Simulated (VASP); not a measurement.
# Ti2Al6H in VASP: a series of runs

Runs on Ti2Al6H. Level: PBE+D3(BJ). Tasks: single point.

All numbers are computed with VASP 6.6.1; they aren't measurements. Logs are shortened: lines on timing, memory, paths and dates and some standing lists are left out, and cuts for length are marked.

## (1) The cell of the first run

The cell holds a slab with vacuum, 9 atoms: a = 5.024 Å, b = 5.024 Å, c = 21.119 Å, α = 90.00°, β = 90.00°, γ = 64.55°.

## (2) Single point, PBE+D3(BJ)

The input, INCAR:

```
SYSTEM = Ti2Al6H
PREC = Accurate ; ENCUT = 520
EDIFF = 1E-6 ; ISMEAR = 0
SIGMA = 0.1 ; LREAL = .False.
LASPH = .True. ; NELM = 80
ALGO = Normal ; ISIF = 2
LWAVE = .False. ; LCHARG = .False.
LDIPOL = .True. ; IDIPOL = 3
DIPOL = 0.5 0.5 0.313 ; GGA = PE
IVDW = 12 ; NBANDS = 32
```

The input, KPOINTS:

```
Automatic mesh
0
Gamma
  6 6 1
  0 0 0
```

The input, POSCAR:

```
Ti2Al6H
1.0
    5.0241861184      0.0000000000      0.0000000000
    2.1588814492      4.5367033229      0.0000000000
    0.0000000000      0.0000000000     21.1187114590
Al Ti H
6 2 1
Direct
    0.5000000000      0.0000000000      0.1894054951
    0.0000000000      0.5000000000      0.1894054951
    0.0000000000      0.0000000000      0.2529248171
    0.0000000000      0.5000000000      0.3208670637
    0.5000000000      0.0000000000      0.3208670637
    0.5000000000      0.5000000000      0.3844321409
    0.5000000000      0.5000000000      0.2529248171
    0.0000000000      0.0000000000      0.3814982025
    0.5000000000      0.5000000000      0.5264862622
```

Potentials or basis: VASP PAW PBE potentials, release 64 (Al, Ti_sv, H).

On the command line:

```bash
> cat potpaw_PBE.64/Al/POTCAR potpaw_PBE.64/Ti_sv/POTCAR potpaw_PBE.64/H/POTCAR > POTCAR
> mpirun -np 1 vasp_std > vasp.out
```

OUTCAR:

```text
SYSTEM = Ti2Al6H
   PREC = Accurate
   ENCUT = 520
   EDIFF = 1E-6
   ISMEAR = 0
   LREAL = .False.
   LASPH = .True.
   NELM = 80
   ISIF = 2
   GGA = PE
   IVDW = 12
 IVDW          = 12

 ion  position               nearest neighbor table
   1  0.500  0.000  0.189-   2 2.68   2 2.68   5 2.78   7 2.85   7 2.85   3 2.85   3 2.85
   2  0.000  0.500  0.189-   1 2.68   1 2.68   4 2.78   3 2.85   3 2.85   7 2.85   7 2.85
   3  0.000  0.000  0.253-   7 2.68   7 2.68   8 2.72   2 2.85   2 2.85   1 2.85   1 2.85   4 2.89
                             4 2.89   5 2.89   5 2.89
   4  0.000  0.500  0.321-   5 2.68   5 2.68   2 2.78   8 2.82   8 2.82   6 2.85   6 2.85   3 2.89
                             3 2.89   7 2.89   7 2.89
   5  0.500  0.000  0.321-   4 2.68   4 2.68   1 2.78   8 2.82   8 2.82   6 2.85   6 2.85   7 2.89
                             7 2.89   3 2.89   3 2.89
   6  0.500  0.500  0.384-   8 2.68   8 2.68   7 2.78   5 2.85   5 2.85   4 2.85   4 2.85
   7  0.500  0.500  0.253-   3 2.68   3 2.68   6 2.78   1 2.85   1 2.85   2 2.85   2 2.85   5 2.89
                             5 2.89   4 2.89   4 2.89
   8  0.000  0.000  0.381-   6 2.68   6 2.68   3 2.72   4 2.82   4 2.82   5 2.82   5 2.82
   9  0.500  0.500  0.526-

  LATTYP: Found a base centered orthorhombic cell.
 ALAT       =     5.3657849274
 B/A-ratio  =     1.5833231878
 C/A-ratio  =     3.9358102765

  Lattice vectors:

 A1 = (  -2.1588814492,  -4.5367033229,   0.0000000000)
 A2 = (   5.0241861184,   0.0000000000,   0.0000000000)
 A3 = (   0.0000000000,   0.0000000000,  21.1187114590)

Analysis of symmetry for initial positions (statically):
=====================================================================
 Subroutine PRICEL returns:
 Original cell was already a primitive cell.

 Routine SETGRP: Setting up the symmetry group for a
 base centered orthorhombic supercell.

 Subroutine GETGRP returns: Found  4 space group operations
 (whereof  4 operations were pure point group operations)
 out of a pool of  8 trial point group operations.

The static configuration has the point symmetry C_2v.

Analysis of symmetry for dynamics (positions and initial velocities):
=====================================================================
 Subroutine PRICEL returns:
 Original cell was already a primitive cell.

 Routine SETGRP: Setting up the symmetry group for a
 base centered orthorhombic supercell.

 Subroutine GETGRP returns: Found  4 space group operations
 (whereof  4 operations were pure point group operations)
 out of a pool of  8 trial point group operations.

The dynamic configuration has the point symmetry C_2v.

 Subroutine INISYM returns: Found  4 space group operations
 (whereof  4 operations are pure point group operations),
 and found     1 'primitive' translations

----------------------------------------------------------------------------------------

                                     Primitive cell

  volume of cell :     481.3639

  direct lattice vectors                    reciprocal lattice vectors
     5.024186118  0.000000000  0.000000000     0.199037212 -0.094715858  0.000000000
     2.158881449  4.536703323  0.000000000     0.000000000  0.220424376  0.000000000
     0.000000000  0.000000000 21.118711459     0.000000000  0.000000000  0.047351374

  length of vectors
     5.024186118  5.024186118 21.118711459     0.220424376  0.220424376  0.047351374

  position of ions in fractional coordinates (direct lattice)
     0.500000000  0.000000000  0.189405495
     0.000000000  0.500000000  0.189405495
     0.000000000  0.000000000  0.252924817
     0.000000000  0.500000000  0.320867064
     0.500000000  0.000000000  0.320867064
     0.500000000  0.500000000  0.384432141
     0.500000000  0.500000000  0.252924817
     0.000000000  0.000000000  0.381498202
     0.500000000  0.500000000  0.526486262

  ion indices of the primitive-cell ions
   primitive index   ion index
                 1           1
                 2           2
                 3           3
                 4           4
                 5           5
                 6           6
                 7           7
                 8           8
                 9           9

----------------------------------------------------------------------------------------

 KPOINTS: Automatic mesh

Automatic generation of k-mesh.
 Grid dimensions read from file:
 generate k-points for:    6    6    1

 Generating k-lattice:

  Cartesian coordinates                     Fractional coordinates (reciprocal lattice)
     0.033172869 -0.015785976  0.000000000     0.166666667  0.000000000  0.000000000
     0.000000000  0.036737396  0.000000000     0.000000000  0.166666667  0.000000000
     0.000000000  0.000000000  0.047351374     0.000000000  0.000000000  1.000000000

  Length of vectors
     0.036737396  0.036737396  0.047351374

  Shift w.r.t. Gamma in fractional coordinates (k-lattice)
     0.000000000  0.000000000  0.000000000

 Subroutine IBZKPT returns following result:
 ===========================================

 Found     13 irreducible k-points:

 Following reciprocal coordinates:
            Coordinates               Weight
  0.000000  0.000000  0.000000      1.000000
  0.166667 -0.000000  0.000000      4.000000
  0.333333 -0.000000  0.000000      4.000000
  0.500000 -0.000000  0.000000      2.000000
  0.166667  0.166667  0.000000      2.000000
  0.333333  0.166667  0.000000      4.000000
  0.500000  0.166667  0.000000      4.000000
 -0.333333  0.166667  0.000000      4.000000
 -0.166667  0.166667  0.000000      2.000000
  0.333333  0.333333  0.000000      2.000000
  0.500000  0.333333  0.000000      4.000000
 -0.333333  0.333333  0.000000      2.000000
  0.500000  0.500000  0.000000      1.000000
   k-points           NKPTS =     13   k-points in BZ     NKDIM =     13   number of bands    NBANDS=     32
   number of dos      NEDOS =    301   number of ions     NIONS =      9
   total plane-waves  NPLWV = 256000
   dimension x,y,z NGX =    40 NGY =   40 NGZ =  160
   dimension x,y,z NGXF=    80 NGYF=   80 NGZF=  320
   ions per type =               6   2   1
   NGX,Y,Z   is equivalent  to a cutoff of  13.24, 13.24, 12.60 a.u.
   NGXF,Y,Z  is equivalent  to a cutoff of  26.47, 26.47, 25.19 a.u.
 SYSTEM =  Ti2Al6H
   PREC   = accura    normal or accurate (medium, high low for compatibility)
   ISTART =      0    job   : 0-new  1-cont  2-samecut
   ICHARG =      2    charge: 1-file 2-atom 10-const
   ISPIN  =      1    spin polarized calculation?
   LNONCOLLINEAR =      F non collinear calculations
   LSORBIT =      F    spin-orbit coupling
   LASPH  =      T    aspherical Exc in radial PAW
   ENCUT  =  520.0 eV  38.22 Ry    6.18 a.u.   9.34  9.34 39.27*2*pi/ulx,y,z
   NELM   =     80;   NELMIN=  2; NELMDL= -5     # of ELM steps
   EDIFF  = 0.1E-05   stopping-criterion for ELM
   LREAL  =      F    real-space projection
   EDIFFG = 0.1E-04   stopping-criterion for IOM
   NSW    =      0    number of steps for IOM
   IBRION =     -1    ionic relax: 0-MD 1-quasi-New 2-CG
   NFREE  =      0    steps in history (QN), initial steepest desc. (CG)
   ISIF   =      2    stress and relaxation
   ISYM   =      2    0-nonsym 1-usesym 2-fastsym
   POTIM  = 0.5000    time-step for ionic-motion
   TEBEG  =    0.0;   TEEND  =   0.0 temperature during run
   PSTRESS=    0.0 pullay stress
   NELECT =      43.0000    total number of electrons
   NUPDOWN=      -1.0000    fix difference up-down
   EMIN   =  10.00;   EMAX   =-10.00  energy-range for DOS
   EFERMI =   0.00;   METHOD = LEGACY
   ISMEAR =     0;   SIGMA  =   0.10  broadening in eV -4-tet -1-fermi 0-gaus
   EFERMI_NEDOS =   21; number of points for ismear=-14 and -15
   IALGO  =     38    algorithm
   IMIX   =      4    mixing-type and parameters
     AMIX     =   0.40;   BMIX     =  1.00
     AMIX_MAG =   1.60;   BMIX_MAG =  1.00
  volume/ion in A,a.u.               =      53.48       360.93
  Fermi-wavevector in a.u.,A,eV,Ry     =   0.731824  1.382946  7.286817  0.535566
  Thomas-Fermi vector in A             =   1.824136
   LORBIT       =      0    0 simple, 1 ext, 2 COOP (PROOUT), +10 PAW based schemes
   GGA     = PE    functional components
   LHFCALC =     F    Hartree Fock is set to
   AEXX    =    0.0000 exact exchange contribution
   IVDW    =    12    specifies the selected vdW correction
   LEPSILON=     F    determine dielectric tensor
   LRPA    =     F    only Hartree local field effects (RPA)
 non-spin polarized calculation
 Gauss-broadening in eV      SIGMA  =   0.10
  energy-cutoff  :      520.00
  volume of cell :      481.36
 maximum number of plane-waves:     13000
 NGX is ok and might be reduce to    40
   NGX = 19   NGY = 19   NGZ = 79

 dipolmoment           0.000000      0.000000     -0.085539 electrons x Angstroem

 number of electron      43.0000002 magnetization

 dipolmoment           0.000000      0.000000      0.208369 electrons x Angstroem

 Free energy of the ion-electron system (eV)
  ---------------------------------------------------
  ext. energy  EPLUGINS =         0.00000000
  ---------------------------------------------------
  free energy    TOTEN  =       -37.21841376 eV

  energy without entropy =      -37.18621923  energy(sigma->0) =      -37.20231650

 E-fermi :  -1.3103     XC(G=0):  -4.0856

 val. band max:       -1.3189546287   @ k =   0.3333   0.1667   0.0000
 cond. band min:      -1.2519813658   @ k =  -0.3333   0.1667   0.0000
 fundamental gap:      0.0669732629
 Fermi energy:        -1.3103311635

 k-point     1 :       0.0000    0.0000    0.0000
  band No.  band energies     occupation
      1     -58.3091      2.00000
      2     -57.8929      2.00000
      3     -34.7719      2.00000
      4     -34.5686      2.00000
      5     -34.4342      2.00000
      6     -34.3045      2.00000
[... 24 lines left out ...]
     31       1.2659      0.00000
     32       1.5224      0.00000
[... 389 lines left out ...]
      2     -57.8929      2.00000
      3     -34.7717      2.00000
      4     -34.5697      2.00000
      5     -34.4346      2.00000
      6     -34.3043      2.00000
[... 24 lines left out ...]
     31       1.9203      0.00000
     32       1.9949      0.00000

------------------------ aborting loop because EDIFF is reached ----------------------------------------

 vacuum level on the upper side and lower side of the slab       (xc-potential included)         0.655        -0.951

 Edisp (eV)   -2.02442

 E8    (eV) :    -0.9639

  FORCE on cell =-STRESS in cart. coord.  units (eV):
  Direction    XX          YY          ZZ          XY          YZ          ZX
  --------------------------------------------------------------------------------------
  -------------------------------------------------------------------------------------
  Total      -4.15207    -2.54063    -5.89768    -1.69315     0.00000     0.00000
  in kB     -13.81980    -8.45628   -19.62991    -5.63549     0.00000     0.00000
  external pressure =      -13.97 kB  Pullay stress =        0.00 kB

 VOLUME and BASIS-vectors are now :
 -----------------------------------------------------------------------------
  energy-cutoff  :      520.00
  volume of cell :      481.36
      direct lattice vectors                 reciprocal lattice vectors
     5.024186118  0.000000000  0.000000000     0.199037212 -0.094715858  0.000000000
     2.158881449  4.536703323  0.000000000     0.000000000  0.220424376  0.000000000
     0.000000000  0.000000000 21.118711459     0.000000000  0.000000000  0.047351374

 POSITION                                       TOTAL-FORCE (eV/Angst)
 -----------------------------------------------------------------------------------
      2.51209      0.00000      4.00000         0.000000      0.000000      0.561916
      1.07944      2.26835      4.00000        -0.000000      0.000000      0.561916
      0.00000      0.00000      5.34145         0.000000      0.000000     -0.524353
      1.07944      2.26835      6.77630         0.000000      0.000000     -0.020782
      2.51209      0.00000      6.77630         0.000000      0.000000     -0.020782
      3.59153      2.26835      8.11871         0.000000      0.000000      0.482461
      3.59153      2.26835      5.34145         0.000000      0.000000     -0.340250
      0.00000      0.00000      8.05675        -0.000000      0.000000      0.520512
      3.59153      2.26835     11.11871         0.000000      0.000000     -1.220640
 -----------------------------------------------------------------------------------
    total drift:                                0.000000      0.000000     -0.000232

  FREE ENERGIE OF THE ION-ELECTRON SYSTEM (eV)
  ---------------------------------------------------
  free  energy   TOTEN  =       -39.2428311457 eV

  energy  without entropy=      -39.2106366153  energy(sigma->0) =      -39.22673388

 vacuum level on the upper side and lower side of the slab         4.385         2.739
```

Wall time 6.9 min (1 thread of Intel Xeon Platinum 8259CL at 2.50GHz (Skylake/Cascade Lake), shared host); peak memory 0.63 GiB.

Results:

```yaml
Free_energy: -39.2428 eV
Largest_force: 1.221 eV/Å
Dispersion_energy_per_atom: -0.225 eV
```

Forces in eV/Å, atoms in the order of the input:
```
Al   0.000  0.000  0.562
Al   0.000  0.000  0.562
Al   0.000  0.000 -0.524
Al   0.000  0.000 -0.021
Al   0.000  0.000 -0.021
Al   0.000  0.000  0.482
Ti   0.000  0.000 -0.340
Ti   0.000  0.000  0.521
H    0.000  0.000 -1.221
```

(Continued in part 2 of 2.)
